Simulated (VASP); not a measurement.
Cu: single point with PBEsol

Cu, a slab with vacuum:

```
Cu
1.0
     2.50221    0.00000    0.00000
    -1.25111    2.16698    0.00000
     0.00000    0.00000   24.60402
Cu
6
Direct
  0.00000 0.00000 0.37477
  0.66667 0.33333 0.29156
  0.33333 0.66667 0.45827
  0.00000 0.00000 0.62523
  0.66667 0.33333 0.54173
  0.33333 0.66667 0.70844
```

```yaml
Program: VASP 6.6.1
Task: single point
Functional: PBEsol
Potentials_or_basis: VASP PAW PBE potentials, release 64 (Cu)
Cutoff: 520 eV
k_mesh: 12 × 12 × 1
Occupations: methfessel-paxton, width 0.1 eV
Spin: no spin polarisation
```

```yaml
Largest_force: 0.010 eV/Å
Band_gap_on_the_k_mesh: zero (band 33 reaches 5.24 eV, above the bottom of band 34 at 0.03 eV)
```

Forces on the atoms (eV/Å):
```
Cu   0.000  0.000 -0.009
Cu   0.000  0.000 -0.010
Cu   0.000  0.000 -0.001
Cu   0.000  0.000  0.009
Cu   0.000  0.000  0.001
Cu   0.000  0.000  0.010
```

Levels at points of the mesh, in eV from the Fermi level:
| k point | band 29 | band 30 | band 31 | band 32 | band 33 | band 34 | band 35 | band 36 | band 37 | band 38 |
| --- | --- | --- | --- | --- | --- | --- | --- | --- | --- | --- |
| (0.00, 0.00, 0.00) | -2.21 | -2.00 | -2.00 | -1.81 | -1.81 | -1.74 | -1.74 | -1.09 | -0.63 | 4.31 |
| (0.50, 0.00, 0.00) | -1.48 | -1.48 | -0.68 | 0.15 | 0.79 | 1.16 | 1.39 | 1.43 | 4.26 | 4.91 |

Wall time 3 min on 1 thread of Intel(R) Xeon(R) Platinum 8488C (Sapphire Rapids), with other jobs on the host, peak memory 0.3 GiB.

Caveat: the PAW data sets were made with another functional, which shifts forces and pressure a little.
